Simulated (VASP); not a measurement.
# HgTe (F-43m) in VASP: a series of runs

Aim: see how the results for HgTe move with the level of theory and the settings. Levels: HSE06, PBE0. Tasks: single point.

Everything below comes from runs of VASP 6.6.1. Logs are shortened: lines on timing, memory, paths and dates and some standing lists are left out, and cuts for length are marked.

### Step 1. The cell of the first run

It takes space group F-43m (No. 216, cubic). The conventional cell has a = 6.386 Å, b = 6.386 Å, c = 6.386 Å, α = 90.00°, β = 90.00°, γ = 90.00°. Within 3.6 Å of Hg (site symmetry -43m) lie 4 Te at 2.77 Å. Within 3.6 Å of Te (site symmetry -43m) lie 4 Hg at 2.77 Å.

### Step 2. Single point, HSE06

File POSCAR:

```
HgTe
1.0
    0.0000000000      3.1929255244      3.1929255244
    3.1929255244      0.0000000000      3.1929255244
    3.1929255244      3.1929255244      0.0000000000
Hg Te
1 1
Direct
    0.0000000000      0.0000000000      0.0000000000
    0.7500000000      0.7500000000      0.7500000000
```

File INCAR.step1:

```
  PREC = Accurate
  ENCUT = 520
  EDIFF = 1E-5
  ISMEAR = -1
  SIGMA = 0.05
  LREAL = False
  LASPH = True
  NELM = 80
  ALGO = Normal
  ISIF = 2
  LWAVE = True
  GGA = PE
  NBANDS = 16
```

File INCAR.step2:

```
  PREC = Accurate
  ENCUT = 520
  EDIFF = 1E-7
  ISMEAR = -1
  SIGMA = 0.05
  LREAL = False
  LASPH = True
  NELM = 80
  ALGO = Normal
  ISIF = 2
  LWAVE = False
  LCHARG = True
  GGA = PE
  LHFCALC = True
  HFSCREEN = 0.2079
  PRECFOCK = Normal
  LELF = True
  LVHAR = True
  ISTART = 1
  NBANDS = 16
```

File KPOINTS:

```
regular mesh
0
Gamma
  4 4 4
```

Potentials or basis: VASP PAW PBE potentials, release 64 (Hg, Te).

The run is started by

```bash
> cat potpaw_PBE.64/Hg/POTCAR potpaw_PBE.64/Te/POTCAR > POTCAR
> cp INCAR.step1 INCAR
> mpirun -np 1 vasp_std > vasp.out
> cp INCAR.step2 INCAR
> mpirun -np 1 vasp_std > vasp.out
```

OUTCAR:

```text
PREC = Accurate
   ENCUT = 520
   EDIFF = 1E-7
   ISMEAR = -1
   LREAL = False
   LASPH = True
   NELM = 80
   ISIF = 2
   GGA = PE
   LHFCALC = True
   HFSCREEN = 0.2079
   PRECFOCK = Normal
   ISTART = 1

 ion  position               nearest neighbor table
   1  0.000  0.000  0.000-   2 2.77   2 2.77   2 2.77   2 2.77
   2  0.750  0.750  0.750-   1 2.77   1 2.77   1 2.77   1 2.77

  LATTYP: Found a face centered cubic cell.
 ALAT       =     6.3858510488

  Lattice vectors:

 A1 = (   0.0000000000,   3.1929255244,   3.1929255244)
 A2 = (   3.1929255244,   0.0000000000,   3.1929255244)
 A3 = (   3.1929255244,   3.1929255244,   0.0000000000)

Analysis of symmetry for initial positions (statically):
=====================================================================
 Subroutine PRICEL returns:
 Original cell was already a primitive cell.

 Routine SETGRP: Setting up the symmetry group for a
 face centered cubic supercell.

 Subroutine GETGRP returns: Found 24 space group operations
 (whereof 24 operations were pure point group operations)
 out of a pool of 48 trial point group operations.

The static configuration has the point symmetry T_d .

Analysis of symmetry for dynamics (positions and initial velocities):
=====================================================================
 Subroutine PRICEL returns:
 Original cell was already a primitive cell.

 Routine SETGRP: Setting up the symmetry group for a
 face centered cubic supercell.

 Subroutine GETGRP returns: Found 24 space group operations
 (whereof 24 operations were pure point group operations)
 out of a pool of 48 trial point group operations.

The dynamic configuration has the point symmetry T_d .

 Subroutine INISYM returns: Found 24 space group operations
 (whereof 24 operations are pure point group operations),
 and found     1 'primitive' translations

----------------------------------------------------------------------------------------

                                     Primitive cell

  volume of cell :      65.1023

  direct lattice vectors                    reciprocal lattice vectors
     0.000000000  3.192925524  3.192925524    -0.156596199  0.156596199  0.156596199
     3.192925524  0.000000000  3.192925524     0.156596199 -0.156596199  0.156596199
     3.192925524  3.192925524  0.000000000     0.156596199  0.156596199 -0.156596199

  length of vectors
     4.515478580  4.515478580  4.515478580     0.271232573  0.271232573  0.271232573

  position of ions in fractional coordinates (direct lattice)
     0.000000000  0.000000000  0.000000000
     0.750000000  0.750000000  0.750000000

  ion indices of the primitive-cell ions
   primitive index   ion index
                 1           1
                 2           2

----------------------------------------------------------------------------------------

 KPOINTS: regular mesh

Automatic generation of k-mesh.
 Grid dimensions read from file:
 generate k-points for:    4    4    4

 Generating k-lattice:

  Cartesian coordinates                     Fractional coordinates (reciprocal lattice)
    -0.039149050  0.039149050  0.039149050     0.250000000  0.000000000  0.000000000
     0.039149050 -0.039149050  0.039149050     0.000000000  0.250000000  0.000000000
     0.039149050  0.039149050 -0.039149050     0.000000000  0.000000000  0.250000000

  Length of vectors
     0.067808143  0.067808143  0.067808143

  Shift w.r.t. Gamma in fractional coordinates (k-lattice)
     0.000000000  0.000000000  0.000000000

 Subroutine IBZKPT returns following result:
 ===========================================

 Found      8 irreducible k-points:

 Following reciprocal coordinates:
            Coordinates               Weight
  0.000000  0.000000  0.000000      1.000000
  0.250000  0.000000  0.000000      8.000000
  0.500000  0.000000  0.000000      4.000000
  0.250000  0.250000  0.000000      6.000000
  0.500000  0.250000  0.000000     24.000000
 -0.250000  0.250000  0.000000     12.000000
  0.500000  0.500000  0.000000      3.000000
 -0.250000  0.500000  0.250000      6.000000
   k-points           NKPTS =      8   k-points in BZ     NKDIM =     64   number of bands    NBANDS=     16
   number of dos      NEDOS =    301   number of ions     NIONS =      2
   total plane-waves  NPLWV =  46656
   dimension x,y,z NGX =    36 NGY =   36 NGZ =   36
   dimension x,y,z NGXF=    72 NGYF=   72 NGZF=   72
   ions per type =               1   1
   NGX,Y,Z   is equivalent  to a cutoff of  13.25, 13.25, 13.25 a.u.
   NGXF,Y,Z  is equivalent  to a cutoff of  26.51, 26.51, 26.51 a.u.
 SYSTEM =  unknown system
   PREC   = accura    normal or accurate (medium, high low for compatibility)
   ISTART =      1    job   : 0-new  1-cont  2-samecut
   ICHARG =      0    charge: 1-file 2-atom 10-const
   ISPIN  =      1    spin polarized calculation?
   LNONCOLLINEAR =      F non collinear calculations
   LSORBIT =      F    spin-orbit coupling
   LASPH  =      T    aspherical Exc in radial PAW
   ENCUT  =  520.0 eV  38.22 Ry    6.18 a.u.   8.40  8.40  8.40*2*pi/ulx,y,z
   NELM   =     80;   NELMIN=  2; NELMDL=  0     # of ELM steps
   EDIFF  = 0.1E-06   stopping-criterion for ELM
   LREAL  =      F    real-space projection
   EDIFFG = 0.1E-05   stopping-criterion for IOM
   NSW    =      0    number of steps for IOM
   IBRION =     -1    ionic relax: 0-MD 1-quasi-New 2-CG
   NFREE  =      0    steps in history (QN), initial steepest desc. (CG)
   ISIF   =      2    stress and relaxation
   ISYM   =      3    0-nonsym 1-usesym 2-fastsym
   POTIM  = 0.5000    time-step for ionic-motion
   TEBEG  =    0.0;   TEEND  =   0.0 temperature during run
   PSTRESS=    0.0 pullay stress
   NELECT =      18.0000    total number of electrons
   NUPDOWN=      -1.0000    fix difference up-down
   EMIN   =  10.00;   EMAX   =-10.00  energy-range for DOS
   EFERMI =   0.00;   METHOD = LEGACY
   ISMEAR =    -1;   SIGMA  =   0.05  broadening in eV -4-tet -1-fermi 0-gaus
   EFERMI_NEDOS =   21; number of points for ismear=-14 and -15
   IALGO  =     38    algorithm
   IMIX   =      1    mixing-type and parameters
     AMIX     =   0.40;   BMIX     =  1.00
     AMIX_MAG =   1.60;   BMIX_MAG =  1.00
  volume/ion in A,a.u.               =      32.55       219.67
  Fermi-wavevector in a.u.,A,eV,Ry     =   1.066515  2.015421 15.475998  1.137454
  Thomas-Fermi vector in A             =   2.202102
   LORBIT       =      0    0 simple, 1 ext, 2 COOP (PROOUT), +10 PAW based schemes
   GGA     = PE    functional components
   LHFCALC =     T    Hartree Fock is set to
   PRECFOCK=normal    Normal, Fast or Accurate (Low or Medium for compatibility)
   ENCUT4O =  -1.0   cutoff for four orbital integrals eV
   NKREDX  =     1    reduce k-point grid by
   NKREDY  =     1    reduce k-point grid by
   NKREDZ  =     1    reduce k-point grid by
   AEXX    =    0.2500 exact exchange contribution
   HFSCREEN=    0.2079 screening length (either q_TF or 0.3 A-1)
   HFSCREENC=   0.2079 screening length for correlation (either q_TF or 0.3 A-1)
   ENCUTFOCK=  -1.0 apply spherical cutoff to Coloumb kernel
   IVDW    =     0    specifies the selected vdW correction
   LEPSILON=     F    determine dielectric tensor
   LRPA    =     F    only Hartree local field effects (RPA)
 non-spin polarized calculation
  energy-cutoff  :      520.00
  volume of cell :       65.10
 maximum number of plane-waves:      1807
 NGX is ok and might be reduce to    36
  NGX = 28; NGY = 28; NGZ = 28

 number of electron      17.9999998 magnetization

 Free energy of the ion-electron system (eV)
  ---------------------------------------------------
  ext. energy  EPLUGINS =         0.00000000
  ---------------------------------------------------
  free energy    TOTEN  =        -4.58788809 eV

  energy without entropy =       -4.58437407  energy(sigma->0) =       -4.58613108

 E-fermi :   3.1068     XC(G=0):  -7.4166

 val. band max:        3.0551872356   @ k =   0.0000   0.0000   0.0000
 cond. band min:       4.4276123995   @ k =   0.5000   0.0000   0.0000
 fundamental gap:      1.3724251639
 Fermi energy:         3.1067834978

 k-point     1 :       0.0000    0.0000    0.0000
  band No.  band energies     occupation
      1     -10.2612      2.00000
      2      -5.6287      2.00000
      3      -5.6287      2.00000
      4      -5.6287      2.00000
      5      -5.0459      2.00000
      6      -5.0459      2.00000
[... 8 lines left out ...]
     15      13.6008      0.00000
     16      13.6008      0.00000

 k-point     2 :       0.2500    0.0000    0.0000
  band No.  band energies     occupation
      1      -9.9390      2.00000
      2      -5.5514      2.00000
      3      -5.5514      2.00000
      4      -5.4228      2.00000
      5      -5.0476      2.00000
      6      -5.0476      2.00000
[... 8 lines left out ...]
     15      12.4372      0.00000
     16      12.4372      0.00000

 k-point     3 :       0.5000    0.0000    0.0000
  band No.  band energies     occupation
      1      -9.5883      2.00000
      2      -5.4913      2.00000
      3      -5.4913      2.00000
      4      -5.0244      2.00000
      5      -5.0244      2.00000
      6      -4.6463      2.00000
[... 8 lines left out ...]
     15      14.1778      0.00000
     16      14.1778      0.00000

 k-point     4 :       0.2500    0.2500    0.0000
  band No.  band energies     occupation
      1      -9.8291      2.00000
      2      -5.5129      2.00000
      3      -5.4586      2.00000
      4      -5.4586      2.00000
      5      -5.0684      2.00000
      6      -5.0129      2.00000
[... 8 lines left out ...]
     15      13.9117      0.00000
     16      14.2853      0.00000

 k-point     5 :       0.5000    0.2500    0.0000
  band No.  band energies     occupation
      1      -9.4762      2.00000
      2      -5.4392      2.00000
      3      -5.3712      2.00000
      4      -5.1726      2.00000
      5      -5.0111      2.00000
      6      -4.6471      2.00000
[... 8 lines left out ...]
     15      14.4409      0.00000
     16      14.7283      0.00000

 k-point     6 :      -0.2500    0.2500    0.0000
  band No.  band energies     occupation
      1      -9.5949      2.00000
      2      -5.4546      2.00000
      3      -5.4537      2.00000
      4      -5.1137      2.00000
      5      -5.0666      2.00000
      6      -4.8928      2.00000
[... 8 lines left out ...]
     15      13.5405      0.00000
     16      14.6833      0.00000

 k-point     7 :       0.5000    0.5000    0.0000
  band No.  band energies     occupation
      1      -9.3555      2.00000
      2      -5.3972      2.00000
      3      -5.2523      2.00000
      4      -5.2523      2.00000
      5      -4.9795      2.00000
      6      -4.4624      2.00000
[... 8 lines left out ...]
     15      14.3710      0.00000
     16      15.6241      0.00000

 k-point     8 :      -0.2500    0.5000    0.2500
  band No.  band energies     occupation
      1      -9.3581      2.00000
      2      -5.3743      2.00000
      3      -5.3343      2.00000
      4      -5.1055      2.00000
      5      -5.0787      2.00000
      6      -4.2744      2.00000
[... 8 lines left out ...]
     15      15.3068      0.00000
     16      15.3332      0.00000

------------------------ aborting loop because EDIFF is reached ----------------------------------------

  FORCE on cell =-STRESS in cart. coord.  units (eV):
  Direction    XX          YY          ZZ          XY          YZ          ZX
  --------------------------------------------------------------------------------------
  -------------------------------------------------------------------------------------
  Total        1.8417154      1.8417154      1.8417154      0.0000000     -0.0000000      0.0000000
  in kB       45.3248873     45.3248873     45.3248873      0.0000000     -0.0000000      0.0000000
  external PRESSURE =      45.3248873 kB  Pullay stress =       0.0000000 kB

 VOLUME and BASIS-vectors are now :
 -----------------------------------------------------------------------------
  energy-cutoff  :      520.00
  volume of cell :       65.10
      direct lattice vectors                 reciprocal lattice vectors
     0.000000000  3.192925524  3.192925524    -0.156596199  0.156596199  0.156596199
     3.192925524  0.000000000  3.192925524     0.156596199 -0.156596199  0.156596199
     3.192925524  3.192925524  0.000000000     0.156596199  0.156596199 -0.156596199

 POSITION                                       TOTAL-FORCE (eV/Angst)
 -----------------------------------------------------------------------------------
      0.00000      0.00000      0.00000         0.000000      0.000000      0.000000
      4.78939      4.78939      4.78939        -0.000000     -0.000000     -0.000000
 -----------------------------------------------------------------------------------
    total drift:                                0.000001      0.000005      0.000002

  FREE ENERGIE OF THE ION-ELECTRON SYSTEM (eV)
  ---------------------------------------------------
  free  energy   TOTEN  =        -4.5878880899 eV

  energy  without entropy=       -4.5843740699  energy(sigma->0) =       -4.58613108
```

Wall time 17 min (1 thread of Intel Xeon Platinum 8375C at 2.90GHz (Ice Lake), shared host); peak memory 0.32 GiB.

What came out:

| Quantity | Value |
| --- | --- |
| Free energy | -4.5879 eV |
| Pressure | 4.5 GPa |
| Band gap on the k mesh | zero (filled and empty bands touch) |

Levels at points of the mesh, in eV from the Fermi level:
| k point | band 7 | band 8 | band 9 | band 10 | band 11 | band 12 |
| --- | --- | --- | --- | --- | --- | --- |
| (0.00, 0.00, 0.00) | -0.06 | -0.06 | -0.06 | -0.05 | 4.86 | 4.86 |
| (0.50, 0.00, 0.00) | -6.23 | -1.21 | -1.21 | 1.32 | 5.73 | 5.73 |
| (0.50, 0.50, 0.00) | -6.15 | -2.69 | -2.69 | 2.52 | 2.92 | 9.38 |

Caveat: the k points lie up to 0.43 Å⁻¹ apart; the PAW data sets were made with another functional, which shifts forces and pressure a little; spin-orbit coupling is left out, which moves the levels of the heavy elements.

[end of part 1 of 2]

The gap in the log of VASP goes by the Fermi energy; the results here count the filled bands.